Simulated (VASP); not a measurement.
# HfN (F-43m) in VASP: further runs

The runs below take HfN through single point, with LDA, PBEsol.

Everything below comes from runs of VASP 6.6.1. Logs are shortened: lines on timing, memory, paths and dates and some standing lists are left out, and cuts for length are marked.

**1. The cell of the first run**

It takes space group F-43m (No. 216, cubic). The conventional cell has a = 4.974 Å, b = 4.974 Å, c = 4.974 Å, α = 90.00°, β = 90.00°, γ = 90.00°. Within 2.9 Å of Hf (site symmetry -43m) lie 4 N at 2.15 Å. N (site symmetry -43m) has 4 Hf at 2.15 Å within 2.9 Å.

**2. Single point, LDA (volume scaled by 1.04)**

Contents of INCAR:

```
PREC     = Accurate       # precision mode
ENCUT    = 520            # plane-wave cutoff, eV
EDIFF    = 1E-6           # SCF threshold, eV
ISMEAR   = -1             # smearing method
SIGMA    = 0.05           # smearing width, eV
LREAL    = False          # projectors in reciprocal space
LASPH    = True           # aspherical terms in the spheres
NELM     = 60             # most SCF steps
ALGO     = Normal         # electronic algorithm
ISIF     = 2              # what is computed and relaxed
LWAVE    = False          # write WAVECAR
LCHARG   = False          # write CHGCAR
GGA      = CA             # functional
NBANDS   = 14             # bands
```

Contents of KPOINTS:

```
Automatic mesh
0
Gamma
  9 9 9
```

Contents of POSCAR:

```
HfN
1.0
    0.0000000000      2.4871259940      2.4871259940
    2.4871259940      0.0000000000      2.4871259940
    2.4871259940      2.4871259940      0.0000000000
Hf N
1 1
Direct
    0.0000000000      0.0000000000      0.0000000000
    0.2500000000      0.2500000000      0.2500000000
```

Potentials or basis: VASP PAW LDA potentials, release 64 (Hf_pv, N).

Run with:

```
$ cat potpaw_LDA.64/Hf_pv/POTCAR potpaw_LDA.64/N/POTCAR > POTCAR
$ mpirun -np 1 vasp_std > vasp.out
```

OUTCAR:

```text
PREC = Accurate
   ENCUT = 520
   EDIFF = 1E-6
   ISMEAR = -1
   LREAL = False
   LASPH = True
   NELM = 60
   ISIF = 2
   GGA = CA

 ion  position               nearest neighbor table
   1  0.000  0.000  0.000-   2 2.15   2 2.15   2 2.15   2 2.15
   2  0.250  0.250  0.250-   1 2.15   1 2.15   1 2.15   1 2.15

  LATTYP: Found a face centered cubic cell.
 ALAT       =     4.9742519880

  Lattice vectors:

 A1 = (   0.0000000000,   2.4871259940,   2.4871259940)
 A2 = (   2.4871259940,   0.0000000000,   2.4871259940)
 A3 = (   2.4871259940,   2.4871259940,   0.0000000000)

Analysis of symmetry for initial positions (statically):
=====================================================================
 Subroutine PRICEL returns:
 Original cell was already a primitive cell.

 Routine SETGRP: Setting up the symmetry group for a
 face centered cubic supercell.

 Subroutine GETGRP returns: Found 24 space group operations
 (whereof 24 operations were pure point group operations)
 out of a pool of 48 trial point group operations.

The static configuration has the point symmetry T_d .

Analysis of symmetry for dynamics (positions and initial velocities):
=====================================================================
 Subroutine PRICEL returns:
 Original cell was already a primitive cell.

 Routine SETGRP: Setting up the symmetry group for a
 face centered cubic supercell.

 Subroutine GETGRP returns: Found 24 space group operations
 (whereof 24 operations were pure point group operations)
 out of a pool of 48 trial point group operations.

The dynamic configuration has the point symmetry T_d .

 Subroutine INISYM returns: Found 24 space group operations
 (whereof 24 operations are pure point group operations),
 and found     1 'primitive' translations

----------------------------------------------------------------------------------------

                                     Primitive cell

  volume of cell :      30.7697

  direct lattice vectors                    reciprocal lattice vectors
     0.000000000  2.487125994  2.487125994    -0.201035252  0.201035252  0.201035252
     2.487125994  0.000000000  2.487125994     0.201035252 -0.201035252  0.201035252
     2.487125994  2.487125994  0.000000000     0.201035252  0.201035252 -0.201035252

  length of vectors
     3.517327312  3.517327312  3.517327312     0.348203270  0.348203270  0.348203270

  position of ions in fractional coordinates (direct lattice)
     0.000000000  0.000000000  0.000000000
     0.250000000  0.250000000  0.250000000

  ion indices of the primitive-cell ions
   primitive index   ion index
                 1           1
                 2           2

----------------------------------------------------------------------------------------

 KPOINTS: Automatic mesh

Automatic generation of k-mesh.
 Grid dimensions read from file:
 generate k-points for:    9    9    9

 Generating k-lattice:

  Cartesian coordinates                     Fractional coordinates (reciprocal lattice)
    -0.022337250  0.022337250  0.022337250     0.111111111  0.000000000  0.000000000
     0.022337250 -0.022337250  0.022337250     0.000000000  0.111111111  0.000000000
     0.022337250  0.022337250 -0.022337250     0.000000000  0.000000000  0.111111111

  Length of vectors
     0.038689252  0.038689252  0.038689252

  Shift w.r.t. Gamma in fractional coordinates (k-lattice)
     0.000000000  0.000000000  0.000000000

 Subroutine IBZKPT returns following result:
 ===========================================

 Found     35 irreducible k-points:

 Following reciprocal coordinates:
            Coordinates               Weight
  0.000000  0.000000  0.000000      1.000000
  0.111111  0.000000  0.000000      8.000000
  0.222222  0.000000  0.000000      8.000000
  0.333333  0.000000  0.000000      8.000000
  0.444444  0.000000  0.000000      8.000000
  0.111111  0.111111  0.000000      6.000000
[... 16 lines left out ...]
 -0.333333  0.333333  0.000000     12.000000
  0.444444  0.444444  0.000000      6.000000
 [... further k-points ...]
   k-points           NKPTS =     35   k-points in BZ     NKDIM =     35   number of bands    NBANDS=     14
   number of dos      NEDOS =    301   number of ions     NIONS =      2
   total plane-waves  NPLWV =  21952
   dimension x,y,z NGX =    28 NGY =   28 NGZ =   28
   dimension x,y,z NGXF=    56 NGYF=   56 NGZF=   56
   ions per type =               1   1
   NGX,Y,Z   is equivalent  to a cutoff of  13.23, 13.23, 13.23 a.u.
   NGXF,Y,Z  is equivalent  to a cutoff of  26.47, 26.47, 26.47 a.u.
 SYSTEM =  unknown system
   PREC   = accura    normal or accurate (medium, high low for compatibility)
   ISTART =      0    job   : 0-new  1-cont  2-samecut
   ICHARG =      2    charge: 1-file 2-atom 10-const
   ISPIN  =      1    spin polarized calculation?
   LNONCOLLINEAR =      F non collinear calculations
   LSORBIT =      F    spin-orbit coupling
   LASPH  =      T    aspherical Exc in radial PAW
   ENCUT  =  520.0 eV  38.22 Ry    6.18 a.u.   6.54  6.54  6.54*2*pi/ulx,y,z
   NELM   =     60;   NELMIN=  2; NELMDL= -5     # of ELM steps
   EDIFF  = 0.1E-05   stopping-criterion for ELM
   LREAL  =      F    real-space projection
   EDIFFG = 0.1E-04   stopping-criterion for IOM
   NSW    =      0    number of steps for IOM
   IBRION =     -1    ionic relax: 0-MD 1-quasi-New 2-CG
   NFREE  =      0    steps in history (QN), initial steepest desc. (CG)
   ISIF   =      2    stress and relaxation
   ISYM   =      2    0-nonsym 1-usesym 2-fastsym
   POTIM  = 0.5000    time-step for ionic-motion
   TEBEG  =    0.0;   TEEND  =   0.0 temperature during run
   PSTRESS=    0.0 pullay stress
   NELECT =      15.0000    total number of electrons
   NUPDOWN=      -1.0000    fix difference up-down
   EMIN   =  10.00;   EMAX   =-10.00  energy-range for DOS
   EFERMI =   0.00;   METHOD = LEGACY
   ISMEAR =    -1;   SIGMA  =   0.05  broadening in eV -4-tet -1-fermi 0-gaus
   EFERMI_NEDOS =   21; number of points for ismear=-14 and -15
   IALGO  =     38    algorithm
   IMIX   =      4    mixing-type and parameters
     AMIX     =   0.40;   BMIX     =  1.00
     AMIX_MAG =   1.60;   BMIX_MAG =  1.00
  volume/ion in A,a.u.               =      15.38       103.82
  Fermi-wavevector in a.u.,A,eV,Ry     =   1.288440  2.434798 22.586720  1.660077
  Thomas-Fermi vector in A             =   2.420393
   LORBIT       =      0    0 simple, 1 ext, 2 COOP (PROOUT), +10 PAW based schemes
   GGA     = CA    functional components
   LHFCALC =     F    Hartree Fock is set to
   AEXX    =    0.0000 exact exchange contribution
   IVDW    =     0    specifies the selected vdW correction
   LEPSILON=     F    determine dielectric tensor
   LRPA    =     F    only Hartree local field effects (RPA)
 non-spin polarized calculation
  energy-cutoff  :      520.00
  volume of cell :       30.77
 maximum number of plane-waves:       869
 NGX is ok and might be reduce to    28
   NGX = 13   NGY = 13   NGZ = 13

 number of electron      14.9999998 magnetization

 Free energy of the ion-electron system (eV)
  ---------------------------------------------------
  ext. energy  EPLUGINS =         0.00000000
  ---------------------------------------------------
  free energy    TOTEN  =       -22.92162213 eV

  energy without entropy =      -22.91566892  energy(sigma->0) =      -22.91864552

 E-fermi :   5.2525     XC(G=0): -11.3235

 val. band max:        5.2477647847   @ k =  -0.2222   0.3333   0.1111
 cond. band min:       5.3232656616   @ k =   0.2222   0.2222   0.0000
 fundamental gap:      0.0755008769
 Fermi energy:         5.2524945677

 k-point     1 :       0.0000    0.0000    0.0000
  band No.  band energies     occupation
      1     -25.8081      2.00000
      2     -25.8081      2.00000
      3     -25.8081      2.00000
      4     -10.4516      2.00000
      5      -0.0067      2.00000
      6      -0.0067      2.00000
      7      -0.0067      2.00000
      8       4.5520      2.00000
      9       7.2906      0.00000
     10       7.2906      0.00000
     11      11.5512      0.00000
     12      11.5512      0.00000
     13      11.5512      0.00000
     14      16.4767      0.00000

 k-point     2 :       0.1111    0.0000    0.0000
  band No.  band energies     occupation
      1     -25.8579      2.00000
      2     -25.8146      2.00000
      3     -25.8146      2.00000
      4     -10.3169      2.00000
      5      -0.2581      2.00000
      6       0.0766      2.00000
      7       0.0766      2.00000
      8       5.1772      1.63708
      9       7.1184      0.00000
     10       7.1184      0.00000
     11      11.2489      0.00000
     12      11.7759      0.00000
     13      11.7759      0.00000
     14      16.4033      0.00000

 k-point     3 :       0.2222    0.0000    0.0000
  band No.  band energies     occupation
      1     -25.9813      2.00000
      2     -25.8309      2.00000
      3     -25.8309      2.00000
      4      -9.9888      2.00000
      5      -0.5890      2.00000
      6       0.2703      2.00000
      7       0.2703      2.00000
      8       6.4185      0.00000
      9       6.9287      0.00000
     10       6.9287      0.00000
     11      10.6647      0.00000
     12      11.8999      0.00000
     13      11.8999      0.00000
     14      14.1261      0.00000
[... 324 lines left out ...]
 k-point    23 :      -0.3333    0.3333    0.0000
  band No.  band energies     occupation
      1     -26.1317      2.00000
      2     -26.0369      2.00000
      3     -25.9017      2.00000
      4      -9.1367      2.00000
      5      -0.3555      2.00000
      6       0.6345      2.00000
      7       1.1679      2.00000
      8       4.5374      2.00000
      9       7.2206      0.00000
     10       7.5852      0.00000
     11      10.8634      0.00000
     12      11.0616      0.00000
     13      13.2096      0.00000
     14      14.7772      0.00000

 k-point    24 :       0.4444    0.4444    0.0000
  band No.  band energies     occupation
      1     -26.2005      2.00000
      2     -25.9430      2.00000
      3     -25.9430      2.00000
      4      -9.1003      2.00000
      5      -1.4281      2.00000
      6       1.6652      2.00000
      7       1.6652      2.00000
      8       4.1813      2.00000
      9       7.4474      0.00000
     10       8.9057      0.00000
     11       9.7719      0.00000
     12       9.7719      0.00000
     13      13.7135      0.00000
     14      16.3824      0.00000

 [... further k-points ...]
[... 5 lines left out ...]
  --------------------------------------------------------------------------------------
  -------------------------------------------------------------------------------------
  Total       -3.1347146     -3.1347146     -3.1347146     -0.0000000      0.0000000     -0.0000000
  in kB     -163.2244556   -163.2244556   -163.2244556     -0.0000000      0.0000000     -0.0000000
  external PRESSURE =    -163.2244556 kB  Pullay stress =       0.0000000 kB

 VOLUME and BASIS-vectors are now :
 -----------------------------------------------------------------------------
  energy-cutoff  :      520.00
  volume of cell :       30.77
      direct lattice vectors                 reciprocal lattice vectors
     0.000000000  2.487125994  2.487125994    -0.201035252  0.201035252  0.201035252
     2.487125994  0.000000000  2.487125994     0.201035252 -0.201035252  0.201035252
     2.487125994  2.487125994  0.000000000     0.201035252  0.201035252 -0.201035252

 POSITION                                       TOTAL-FORCE (eV/Angst)
 -----------------------------------------------------------------------------------
      0.00000      0.00000      0.00000        -0.000000     -0.000000      0.000000
      1.24356      1.24356      1.24356         0.000000      0.000000     -0.000000
 -----------------------------------------------------------------------------------
    total drift:                               -0.000000     -0.000000     -0.000000

  FREE ENERGIE OF THE ION-ELECTRON SYSTEM (eV)
  ---------------------------------------------------
  free  energy   TOTEN  =       -22.9216221275 eV

  energy  without entropy=      -22.9156689188  energy(sigma->0) =      -22.91864552
```

Wall time 24 s (1 thread of AMD EPYC 7R43 (Zen 3), shared host); peak memory 0.12 GiB.

What came out:

```yaml
Free_energy: -22.9216 eV
Pressure: -16.3 GPa
```

Caveat: spin-orbit coupling is left out, which moves the levels of the heavy elements.

(Part 1 of 2 ends here.)
